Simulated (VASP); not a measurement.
Write the native input for VASP 6.6.1 that does the following.

```
Task                   : relaxation of cell and atoms
Functional             : PBEsol
Potentials or basis    : VASP PAW PBE potentials, release 64 (Sn_d)
Cutoff                 : 600 eV
k mesh                 : 13 × 13 × 13
Occupations            : fermi-dirac, width 0.05 eV
Spin                   : no spin polarisation
Target pressure        : 23 GPa
Dipole correction      : no
Further INCAR settings : ALGO = Normal; EDIFF = 1e-06; IBRION = 2; EDIFFG = -0.005; NSW = 32; ISIF = 3
```

The structure of Sn lies in POSCAR:

```
Sn
1.0
    2.8036159460      0.0000000000      0.0000000000
    0.0000000000      2.8036159460      0.0000000000
    0.0000000000      0.0000000000      2.8036159460
Sn
1
Direct
    0.0000000000      0.0000000000      0.0000000000
```

One way to write it, as run:

INCAR

```
SYSTEM = Sn
PREC = Accurate ; ENCUT = 600
EDIFF = 1E-6 ; ISMEAR = -1
SIGMA = 0.05 ; LREAL = .False.
LASPH = .True. ; NELM = 80
ALGO = Normal ; ISIF = 3
LWAVE = .False. ; LCHARG = .False.
GGA = PS ; IBRION = 2
NSW = 32 ; EDIFFG = -0.005
PSTRESS = 230.0
```

KPOINTS

```
regular mesh
0
Gamma
  13 13 13
  0 0 0
```

Potentials or basis: VASP PAW PBE potentials, release 64 (Sn_d).

Launch:

```sh
$ cat potpaw_PBE.64/Sn_d/POTCAR > POTCAR
$ mpirun -np 1 vasp_std > vasp.out
```

Results of the run:

```yaml
Pressure_after_relaxing: 23.0 GPa
Band_gap_on_the_k_mesh: zero (band 7 reaches 16.95 eV, above the bottom of band 8 at 8.24 eV)
```

Caveat: the relaxation stopped at its first step, so nothing moved; the cell is relaxed towards a set pressure, so the enthalpy falls and the energy may rise; the PAW data sets were made with another functional, which shifts forces and pressure a little; spin-orbit coupling is left out, which moves the levels of the heavy elements.

Run time: 8.4 s on 1 thread of AMD EPYC 9R45 (Zen 5), on a shared host, peak memory 0.12 GiB.
